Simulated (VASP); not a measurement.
# Ge2Sb2Te5 in VASP: further runs

Aim: see how the results for Ge2Sb2Te5 move with the level of theory and the settings. Levels: r2SCAN, BLYP, LDA, PBE. Tasks: single point.

Everything below comes from runs of VASP 6.6.1. Logs are shortened: lines on timing, memory, paths and dates and some standing lists are left out, and cuts for length are marked.

## Step 1: The cell of the first run

Symmetry: Cm, No. 8, monoclinic system. Conventional cell: a = 13.678 Å, b = 6.132 Å, c = 9.672 Å, α = 90.00°, β = 134.93°, γ = 90.00°. Within 3.8 Å of Te (site symmetry m) lie 2 Ge at 2.85 to 3.19 Å and 3 Sb at 3.07 to 3.14 Å. Within 3.9 Å of Te (site symmetry m) lie 2 Sb at 2.95 to 3.20 Å and 3 Ge at 3.07 to 3.08 Å. Within 3.7 Å of Te (site symmetry m) lie 3 Ge at 2.82 to 3.07 Å and 2 Sb at 3.14 to 3.19 Å. Within 3.9 Å of Te (site symmetry m) lie 2 Ge at 2.95 to 3.00 Å and 2 Sb at 3.02 to 3.06 Å. Te (site symmetry m) has 3 Sb at 2.98 to 3.07 Å and 2 Ge at 3.05 to 3.20 Å within 3.9 Å. Sb (site symmetry m) has 6 Te at 2.95 to 3.19 Å within 3.9 Å. Within 3.9 Å of Sb (site symmetry m) lie 6 Te at 2.98 to 3.20 Å. Within 3.7 Å of Ge (site symmetry m) lie 6 Te at 2.82 to 3.19 Å.

## Step 2: Single point, r2SCAN

Input file POSCAR:

```
Ge2Sb2Te5
1.0
    6.8391360000     -3.0660060000      0.0000000000
    6.8391360000      3.0660060000      0.0000000000
   -6.8309770000      0.0000000000      6.8476090000
Te Sb Ge
5 2 2
Direct
    0.5947020000      0.5947020000      0.3864330000
    0.7952880000      0.7952880000      0.1961120000
    0.0083240000      0.0083240000      0.0064350000
    0.2065190000      0.2065190000      0.8098030000
    0.3999590000      0.3999590000      0.5971180000
    0.9017080000      0.9017080000      0.5878730000
    0.1118700000      0.1118700000      0.4173520000
    0.2842870000      0.2842870000      0.1878300000
    0.4973430000      0.4973430000      0.0110440000
```

Input file INCAR.step1:

```
PREC = Accurate ; ENCUT = 520
ISMEAR = -1 ; SIGMA = 0.05
LREAL = F ; LASPH = T
NELM = 80 ; NBANDS = 44
GGA = PE ; ALGO = Normal
EDIFF = 1E-4 ; LWAVE = T
LCHARG = F
```

Input file INCAR.step2:

```
PREC = Accurate ; ENCUT = 520
EDIFF = 1E-6 ; ISMEAR = -1
SIGMA = 0.05 ; LREAL = F
LASPH = T ; NELM = 80
ALGO = Normal ; ISIF = 2
LWAVE = F ; LCHARG = F
METAGGA = R2SCAN ; LMIXTAU = T
NBANDS = 44 ; ISTART = 1
```

Input file KPOINTS:

```
Automatic mesh
0
Gamma
  4 4 3
```

Potentials or basis: VASP PAW PBE potentials, release 64 (Te, Sb, Ge_d).

Command:

```console
$ cat potpaw_PBE.64/Te/POTCAR potpaw_PBE.64/Sb/POTCAR potpaw_PBE.64/Ge_d/POTCAR > POTCAR
$ cp INCAR.step1 INCAR
$ mpirun -np 1 vasp_std > vasp.out
$ cp INCAR.step2 INCAR
$ mpirun -np 1 vasp_std > vasp.out
```

OUTCAR:

```text
PREC = Accurate
   ENCUT = 520
   EDIFF = 1E-6
   ISMEAR = -1
   LREAL = F
   LASPH = T
   NELM = 80
   ISIF = 2
   METAGGA = R2SCAN
   ISTART = 1

 ion  position               nearest neighbor table
   1  0.595  0.595  0.386-   9 2.85   7 3.07   7 3.07   6 3.14   8 3.19
   2  0.795  0.795  0.196-   6 2.95   8 3.07   8 3.07   9 3.08   7 3.20
   3  0.008  0.008  0.006-   8 2.82   9 3.07   9 3.07   7 3.14   6 3.19
   4  0.207  0.207  0.810-   9 2.95   8 3.00   7 3.02   6 3.06
   5  0.400  0.400  0.597-   7 2.98   8 3.05   6 3.07   6 3.07   9 3.20
   6  0.902  0.902  0.588-   2 2.95   4 3.06   5 3.07   5 3.07   1 3.14   3 3.19
   7  0.112  0.112  0.417-   5 2.98   4 3.02   1 3.07   1 3.07   3 3.14   2 3.20
   8  0.284  0.284  0.188-   3 2.82   4 3.00   5 3.05   2 3.07   2 3.07   1 3.19
   9  0.497  0.497  0.011-   1 2.85   4 2.95   3 3.07   3 3.07   2 3.08   5 3.20

  LATTYP: Found a base centered monoclinic cell.
 ALAT       =    13.6782720000
 B/A-ratio  =     0.4483031190
 C/A-ratio  =     0.7071235363
 COS(beta)  =    -0.7062464773

  Lattice vectors:

 A1 = (   6.8391360000,  -3.0660060000,   0.0000000000)
 A2 = (   6.8391360000,   3.0660060000,   0.0000000000)
 A3 = (  -6.8309770000,   0.0000000000,   6.8476090000)

Analysis of symmetry for initial positions (statically):
=====================================================================
 Subroutine PRICEL returns:
 Original cell was already a primitive cell.

 Routine SETGRP: Setting up the symmetry group for a
 base centered monoclinic supercell.

 Subroutine GETGRP returns: Found  2 space group operations
 (whereof  2 operations were pure point group operations)
 out of a pool of  4 trial point group operations.

The static configuration has the point symmetry C_1h.

Analysis of symmetry for dynamics (positions and initial velocities):
=====================================================================
 Subroutine PRICEL returns:
 Original cell was already a primitive cell.

 Routine SETGRP: Setting up the symmetry group for a
 base centered monoclinic supercell.

 Subroutine GETGRP returns: Found  2 space group operations
 (whereof  2 operations were pure point group operations)
 out of a pool of  4 trial point group operations.

The dynamic configuration has the point symmetry C_1h.

 Subroutine INISYM returns: Found  2 space group operations
 (whereof  2 operations are pure point group operations),
 and found     1 'primitive' translations

----------------------------------------------------------------------------------------

                                     Primitive cell

  volume of cell :     287.1727

  direct lattice vectors                    reciprocal lattice vectors
     6.839136000 -3.066006000  0.000000000     0.073108650 -0.163078611  0.072931078
     6.839136000  3.066006000  0.000000000     0.073108650  0.163078611  0.072931078
    -6.830977000  0.000000000  6.847609000     0.000000000  0.000000000  0.146036376

  length of vectors
     7.494943230  7.494943230  9.672228068     0.193024481  0.193024481  0.146036376

  position of ions in fractional coordinates (direct lattice)
     0.594702000  0.594702000  0.386433000
     0.795288000  0.795288000  0.196112000
     0.008324000  0.008324000  0.006435000
     0.206519000  0.206519000  0.809803000
     0.399959000  0.399959000  0.597118000
     0.901708000  0.901708000  0.587873000
     0.111870000  0.111870000  0.417352000
     0.284287000  0.284287000  0.187830000
     0.497343000  0.497343000  0.011044000

  ion indices of the primitive-cell ions
   primitive index   ion index
                 1           1
                 2           2
                 3           3
                 4           4
                 5           5
                 6           6
                 7           7
                 8           8
                 9           9

----------------------------------------------------------------------------------------

 KPOINTS: Automatic mesh

Automatic generation of k-mesh.
 Grid dimensions read from file:
 generate k-points for:    4    4    3

 Generating k-lattice:

  Cartesian coordinates                     Fractional coordinates (reciprocal lattice)
     0.018277162 -0.040769653  0.018232770     0.250000000  0.000000000 -0.000000000
     0.018277162  0.040769653  0.018232770     0.000000000  0.250000000 -0.000000000
     0.000000000  0.000000000  0.048678792     0.000000000  0.000000000  0.333333333

  Length of vectors
     0.048256120  0.048256120  0.048678792

  Shift w.r.t. Gamma in fractional coordinates (k-lattice)
     0.000000000  0.000000000  0.000000000

 Subroutine IBZKPT returns following result:
 ===========================================

 Found     17 irreducible k-points:

 Following reciprocal coordinates:
            Coordinates               Weight
  0.000000  0.000000  0.000000      1.000000
  0.250000 -0.000000 -0.000000      4.000000
  0.500000 -0.000000 -0.000000      2.000000
  0.250000  0.250000 -0.000000      2.000000
  0.500000  0.250000 -0.000000      4.000000
 -0.250000  0.250000  0.000000      2.000000
[... 9 lines left out ...]
 -0.250000  0.500000  0.333333      4.000000
 -0.250000 -0.250000  0.333333      2.000000
   k-points           NKPTS =     17   k-points in BZ     NKDIM =     17   number of bands    NBANDS=     44
   number of dos      NEDOS =    301   number of ions     NIONS =      9
   total plane-waves  NPLWV = 225792
   dimension x,y,z NGX =    56 NGY =   56 NGZ =   72
   dimension x,y,z NGXF=   112 NGYF=  112 NGZF=  144
   ions per type =               5   2   2
   NGX,Y,Z   is equivalent  to a cutoff of  12.42, 12.42, 12.38 a.u.
   NGXF,Y,Z  is equivalent  to a cutoff of  24.84, 24.84, 24.75 a.u.
 SYSTEM =  unknown system
   PREC   = accura    normal or accurate (medium, high low for compatibility)
   ISTART =      1    job   : 0-new  1-cont  2-samecut
   ICHARG =      0    charge: 1-file 2-atom 10-const
   ISPIN  =      1    spin polarized calculation?
   LNONCOLLINEAR =      F non collinear calculations
   LSORBIT =      F    spin-orbit coupling
   LASPH  =      T    aspherical Exc in radial PAW
   ENCUT  =  520.0 eV  38.22 Ry    6.18 a.u.  13.94 13.94 17.98*2*pi/ulx,y,z
   NELM   =     80;   NELMIN=  2; NELMDL=  0     # of ELM steps
   EDIFF  = 0.1E-05   stopping-criterion for ELM
   LREAL  =      F    real-space projection
   EDIFFG = 0.1E-04   stopping-criterion for IOM
   NSW    =      0    number of steps for IOM
   IBRION =     -1    ionic relax: 0-MD 1-quasi-New 2-CG
   NFREE  =      0    steps in history (QN), initial steepest desc. (CG)
   ISIF   =      2    stress and relaxation
   ISYM   =      2    0-nonsym 1-usesym 2-fastsym
   POTIM  = 0.5000    time-step for ionic-motion
   TEBEG  =    0.0;   TEEND  =   0.0 temperature during run
   PSTRESS=    0.0 pullay stress
   NELECT =      68.0000    total number of electrons
   NUPDOWN=      -1.0000    fix difference up-down
   EMIN   =  10.00;   EMAX   =-10.00  energy-range for DOS
   EFERMI =   0.00;   METHOD = LEGACY
   ISMEAR =    -1;   SIGMA  =   0.05  broadening in eV -4-tet -1-fermi 0-gaus
   EFERMI_NEDOS =   21; number of points for ismear=-14 and -15
   IALGO  =     38    algorithm
   IMIX   =      4    mixing-type and parameters
     AMIX     =   0.40;   BMIX     =  1.00
     AMIX_MAG =   1.60;   BMIX_MAG =  1.00
  volume/ion in A,a.u.               =      31.91       215.33
  Fermi-wavevector in a.u.,A,eV,Ry     =   1.012815  1.913943 13.956774  1.025794
  Thomas-Fermi vector in A             =   2.145947
   LORBIT       =      0    0 simple, 1 ext, 2 COOP (PROOUT), +10 PAW based schemes
   METAGGA = R2SCAN    functional components
   LHFCALC =     F    Hartree Fock is set to
   AEXX    =    0.0000 exact exchange contribution
   IVDW    =     0    specifies the selected vdW correction
   LEPSILON=     F    determine dielectric tensor
   LRPA    =     F    only Hartree local field effects (RPA)
 non-spin polarized calculation
  energy-cutoff  :      520.00
  volume of cell :      287.17
 maximum number of plane-waves:      7788
   NGX = 27   NGY = 27   NGZ = 35

 number of electron      68.0000002 magnetization

 Free energy of the ion-electron system (eV)
  ---------------------------------------------------
  ext. energy  EPLUGINS =         0.00000000
  ---------------------------------------------------
  free energy    TOTEN  =      -206.51181476 eV

  energy without entropy =     -206.50138622  energy(sigma->0) =     -206.50660049

 E-fermi :   5.1804     XC(G=0):  -9.6341

 val. band max:        5.1541119337   @ k =   0.5000  -0.0000  -0.0000
 cond. band min:       5.1888061930   @ k =   0.5000  -0.0000  -0.0000
 fundamental gap:      0.0346942592
 Fermi energy:         5.1804434288

 k-point     1 :       0.0000    0.0000    0.0000
  band No.  band energies     occupation
      1     -20.2890      2.00000
      2     -20.2822      2.00000
      3     -20.2791      2.00000
      4     -20.2707      2.00000
      5     -20.2660      2.00000
      6     -20.2659      2.00000
[... 36 lines left out ...]
     43      10.0505      0.00000
     44      10.1776      0.00000

 k-point     2 :       0.2500   -0.0000   -0.0000
  band No.  band energies     occupation
      1     -20.2889      2.00000
      2     -20.2821      2.00000
      3     -20.2791      2.00000
      4     -20.2707      2.00000
      5     -20.2661      2.00000
      6     -20.2659      2.00000
[... 36 lines left out ...]
     43       9.1724      0.00000
     44       9.2113      0.00000

 k-point     3 :       0.5000   -0.0000   -0.0000
  band No.  band energies     occupation
      1     -20.2889      2.00000
      2     -20.2821      2.00000
      3     -20.2791      2.00000
      4     -20.2706      2.00000
      5     -20.2662      2.00000
      6     -20.2659      2.00000
[... 647 lines left out ...]
     43       8.8911      0.00000
     44       9.3557      0.00000

 k-point    17 :      -0.2500   -0.2500    0.3333
  band No.  band energies     occupation
      1     -20.2890      2.00000
      2     -20.2822      2.00000
      3     -20.2791      2.00000
      4     -20.2707      2.00000
      5     -20.2661      2.00000
      6     -20.2659      2.00000
[... 36 lines left out ...]
     43       9.7093      0.00000
     44      10.0234      0.00000

------------------------ aborting loop because EDIFF is reached ----------------------------------------

  FORCE on cell =-STRESS in cart. coord.  units (eV):
  Direction    XX          YY          ZZ          XY          YZ          ZX
  --------------------------------------------------------------------------------------
  -------------------------------------------------------------------------------------
  Total       -1.9770789     -1.8428082     -1.9111136      0.0000000      0.0000000     -0.2054336
  in kB      -11.0304033    -10.2812884    -10.6623736      0.0000000      0.0000000     -1.1461431
  external PRESSURE =     -10.6580217 kB  Pullay stress =       0.0000000 kB

 VOLUME and BASIS-vectors are now :
 -----------------------------------------------------------------------------
  energy-cutoff  :      520.00
  volume of cell :      287.17
      direct lattice vectors                 reciprocal lattice vectors
     6.839136000 -3.066006000  0.000000000     0.073108650 -0.163078611  0.072931078
     6.839136000  3.066006000  0.000000000     0.073108650  0.163078611  0.072931078
    -6.830977000  0.000000000  6.847609000     0.000000000  0.000000000  0.146036376

 POSITION                                       TOTAL-FORCE (eV/Angst)
 -----------------------------------------------------------------------------------
      5.49478      0.00000      2.64614         0.106485      0.000000     -0.016451
      9.53853      0.00000      1.34290         0.019350      0.000000      0.070295
      0.06990      0.00000      0.04406         0.076488      0.000000      0.031585
     -2.70692      0.00000      5.54521         0.065044      0.000000     -0.061975
      1.39185      0.00000      4.08883        -0.010188      0.000000     -0.110478
      8.31806      0.00000      4.02552         0.049438      0.000000     -0.109492
     -1.32073      0.00000      2.85786         0.050408      0.000000      0.108781
      2.60549      0.00000      1.28619        -0.237667      0.000000     -0.034415
      6.72735      0.00000      0.07562        -0.119359      0.000000      0.122150
 -----------------------------------------------------------------------------------
    total drift:                               -0.002023      0.000000     -0.002725

  FREE ENERGIE OF THE ION-ELECTRON SYSTEM (eV)
  ---------------------------------------------------
  free  energy   TOTEN  =      -206.5118147575 eV

  energy  without entropy=     -206.5013862231  energy(sigma->0) =     -206.50660049
```

Run time: 40 min. Hardware: 1 thread of Intel Xeon 8259CL, shared host; peak memory 0.67 GiB.

What came out:

```
Free energy            : -206.5118 eV
Pressure               : -1.1 GPa
Largest force          : 0.240 eV/Å
Band gap on the k mesh : 0.03 eV
```

Forces in eV/Å, atoms in the order of the input:
```
Te   0.106  0.000 -0.016
Te   0.019  0.000  0.070
Te   0.076  0.000  0.032
Te   0.065  0.000 -0.062
Te  -0.010  0.000 -0.110
Sb   0.049  0.000 -0.109
Sb   0.050  0.000  0.109
Ge  -0.238  0.000 -0.034
Ge  -0.119  0.000  0.122
```

Caveat: semilocal functionals underestimate gaps, and a narrow one can read as zero; the PAW data sets were made with another functional, which shifts forces and pressure a little; spin-orbit coupling is left out, which moves the levels of the heavy elements. A k mesh can miss the band edges.

## Step 3: Single point, BLYP

This run uses another cell than the first one, of 39.90 Å³/atom.

Input file INCAR:

```
SYSTEM = Ge2Sb2Te5
AGGAC = 1.0
AGGAX = 1.0
ALDAC = 0.0
ALDAX = 1.0
ALGO = Normal
EDIFF = 1E-7
ENCUT = 520
GGA = B5
ISIF = 2
ISMEAR = -1
LASPH = .True.
LCHARG = .False.
LREAL = .False.
LWAVE = .False.
NBANDS = 44
NELM = 60
PREC = Accurate
SIGMA = 0.05
```

Input file KPOINTS:

```
k-points
0
Gamma
  5 5 4
  0 0 0
```

Input file POSCAR:

```
Ge2Sb2Te5
1.0
    7.4637678437     -3.1397155880      0.1903392353
    7.4637678437      3.1397155880      0.1903392353
   -7.2642886197      0.0000000000      7.4775949959
Te Sb Ge
5 2 2
Direct
    0.5869554700      0.5869554700      0.3621269480
    0.8038492814      0.8038492814      0.2222775847
    0.0271327219      0.0271327219      0.0056835157
    0.1635291082      0.1635291082      0.7452874176
    0.3611766836      0.3611766836      0.5640592043
    0.9155166914      0.9155166914      0.5943652159
    0.1086365926      0.1086365926      0.4207949603
    0.2781452447      0.2781452447      0.2168286955
    0.5550582061      0.5550582061      0.0685764579
```

Potentials or basis: VASP PAW PBE potentials, release 64 (Te, Sb, Ge_d).

Command:

```console
$ cat potpaw_PBE.64/Te/POTCAR potpaw_PBE.64/Sb/POTCAR potpaw_PBE.64/Ge_d/POTCAR > POTCAR
$ mpirun -np 1 vasp_std > vasp.out
```

It took 27 min on 1 thread of Intel Xeon 8259CL, shared host; peak memory 0.92 GiB.

Results (log left out):

```yaml
Free_energy: -28.1299 eV
Pressure: 0.1 GPa
Largest_force: 0.056 eV/Å
Band_gap_on_the_k_mesh: 0.54 eV (least direct gap 0.56 eV)
```

Forces on the atoms (eV/Å):
```
Te  -0.017  0.000  0.019
Te   0.027  0.000 -0.021
Te  -0.022  0.000 -0.019
Te   0.016  0.000  0.054
Te   0.013  0.000  0.030
Sb  -0.044  0.000  0.009
Sb  -0.006  0.000 -0.044
Ge   0.032  0.000 -0.001
Ge   0.000  0.000 -0.026
```

Levels at points of the mesh, in eV from the valence-band top:
| k point | band 32 | band 33 | band 34 | band 35 | band 36 | band 37 |
| --- | --- | --- | --- | --- | --- | --- |
| (0.00, 0.00, 0.00) | -0.59 | -0.54 | -0.31 | 1.17 | 1.41 | 2.22 |
| (0.00, 0.00, 0.50) | -0.70 | -0.59 | -0.24 | 1.04 | 1.37 | 1.89 |

Caveat: semilocal functionals underestimate gaps, and a narrow one can read as zero; the PAW data sets were made with another functional, which shifts forces and pressure a little; spin-orbit coupling is left out, which moves the levels of the heavy elements.

## Step 4: Single point, LDA

This run uses another cell than the first one, of 29.18 Å³/atom.

Input file INCAR:

```
SYSTEM = Ge2Sb2Te5
PREC = Accurate
ENCUT = 520
EDIFF = 1E-6
ISMEAR = -1
SIGMA = 0.05
LREAL = .False.
LASPH = .True.
NELM = 80
ALGO = Normal
ISIF = 2
LWAVE = .False.
LCHARG = .False.
GGA = CA
NBANDS = 44
```

Input file KPOINTS:

```
regular mesh
0
Gamma
  5 5 4
  0 0 0
```

Input file POSCAR:

```
Ge2Sb2Te5
1.0
    6.6507862597     -2.9832780726     -0.0287121134
    6.6507862597      2.9832780726     -0.0287121134
   -6.6715996434      0.0000000000      6.6475617703
Te Sb Ge
5 2 2
Direct
    0.5969907934      0.5969907934      0.3927677216
    0.7944049092      0.7944049092      0.1833699193
    0.0006002456      0.0006002456     -0.0010197657
    0.2130851210      0.2130851210      0.8164631440
    0.4116555938      0.4116555938      0.6024072669
    0.8940545895      0.8940545895      0.5775610696
    0.1130164550      0.1130164550      0.4248985834
    0.2788870516      0.2788870516      0.1917027237
    0.4973052408      0.4973052408      0.0118493371
```

Potentials or basis: VASP PAW LDA potentials, release 64 (Te, Sb, Ge_d).

Command:

```console
$ cat potpaw_LDA.64/Te/POTCAR potpaw_LDA.64/Sb/POTCAR potpaw_LDA.64/Ge_d/POTCAR > POTCAR
$ mpirun -np 1 vasp_std > vasp.out
```

Wall time 16 min (1 thread of AMD EPYC 7R13, shared host); peak memory 0.55 GiB.

Results (log left out):

* Free energy: -39.4942 eV
* Pressure: 0.1 GPa
* Largest force: 0.031 eV/Å
* Band gap on the k mesh: 0.13 eV (least direct gap 0.22 eV)

Forces in eV/Å, atoms in the order of the input:
```
Te  -0.027  0.000  0.004
Te   0.006  0.000 -0.031
Te  -0.014  0.000 -0.008
Te  -0.015  0.000  0.024
Te   0.011  0.000  0.018
Sb  -0.007  0.000  0.027
Sb   0.010  0.000 -0.022
Ge   0.024  0.000 -0.002
Ge   0.011  0.000 -0.011
```

Levels at points of the mesh, in eV from the valence-band top:
| k point | band 31 | band 32 | band 33 | band 34 | band 35 | band 36 | band 37 | band 38 |
| --- | --- | --- | --- | --- | --- | --- | --- | --- |
| (0.00, 0.00, 0.00) | -0.96 | -0.64 | -0.55 | -0.49 | 0.90 | 1.33 | 2.30 | 2.37 |
| (0.00, 0.00, 0.50) | -0.98 | -0.96 | -0.67 | -0.44 | 0.70 | 1.54 | 1.71 | 2.43 |

Caveat: semilocal functionals underestimate gaps, and a narrow one can read as zero; spin-orbit coupling is left out, which moves the levels of the heavy elements.

(Continued in part 2 of 2.)

The gap in the log of VASP goes by the Fermi energy; the results here count the filled bands.